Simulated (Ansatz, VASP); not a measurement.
**BN: VASP beside Ansatz**

POSCAR

```
BN
1.0
    0.0000000000      1.8048042025      1.8048042025
    1.8048042025      0.0000000000      1.8048042025
    1.8048042025      1.8048042025      0.0000000000
B N
1 1
Direct
    0.0000000000      0.0000000000      0.0000000000
    0.7500000000      0.7500000000      0.7500000000
```

File INCAR.step1:

```
PREC     = Accurate       # precision mode
ENCUT    = 520            # plane-wave cutoff, eV
ISMEAR   = 0              # smearing method
SIGMA    = 0.05           # smearing width, eV
LREAL    = F              # projectors in reciprocal space
LASPH    = T              # aspherical terms in the spheres
NELM     = 60             # most SCF steps
NBANDS   = 11             # bands
GGA      = PE             # functional
ALGO     = Normal         # electronic algorithm
EDIFF    = 1E-4           # SCF threshold, eV
LWAVE    = T              # write WAVECAR
LCHARG   = F              # write CHGCAR
```

The input INCAR.step2:

```
PREC     = Accurate       # precision mode
ENCUT    = 520            # plane-wave cutoff, eV
EDIFF    = 1E-7           # SCF threshold, eV
ISMEAR   = 0              # smearing method
SIGMA    = 0.05           # smearing width, eV
LREAL    = F              # projectors in reciprocal space
LASPH    = T              # aspherical terms in the spheres
NELM     = 60             # most SCF steps
ALGO     = Normal         # electronic algorithm
ISIF     = 2              # what is computed and relaxed
LWAVE    = F              # write WAVECAR
LCHARG   = F              # write CHGCAR
METAGGA  = R2SCAN         # meta-GGA
LMIXTAU  = T            
NBANDS   = 11             # bands
ISTART   = 1
```

The input KPOINTS:

```
Automatic mesh
0
Gamma
  12 12 12
```

Input for Ansatz:

```yaml
crystal:
  lattice:
    - [0.0, 1.8048042025, 1.8048042025]
    - [1.8048042025, 0.0, 1.8048042025]
    - [1.8048042025, 1.8048042025, 0.0]
  atoms:
    - { symbol: B, position: [0.0, 0.0, 0.0] }
    - { symbol: "N", position: [0.75, 0.75, 0.75] }
basis:
  ecutwfc: 500
  ecutrho_ratio: 4
kpoints:
  mp_grid: { grid: [12, 12, 12] }
hamiltonian:
  xc: r2scan
scf:
  occupations: { method: gaussian, width: 0.05 }
output:
  forces: true
  stress: true
  eigenvalues: true
```

Alike in both runs: task single point; functional r2SCAN; k mesh 12 × 12 × 12; occupations gaussian, width 0.05 eV; no spin polarisation.

```csv
,VASP,Ansatz
version,VASP 6.6.1,Ansatz 0.2.0
potentials or method,"VASP PAW PBE potentials, release 64 (B, N), cutoff 520 eV","scalar-relativistic, plane waves, PAW"
valence electrons in the cell,8,8
```

|  | VASP | Ansatz | Ansatz less VASP |
| --- | --- | --- | --- |
| gap on the k mesh at the Fermi level (eV) | 4.98 | 5.00 | +0.021 |
| least direct gap on the mesh (eV) | 9.55 | 9.59 | +0.039 |
| pressure (GPa) | 1.2 | 0.0 | -1.12 |

VASP's potentials were made for PBE, not for r2SCAN.
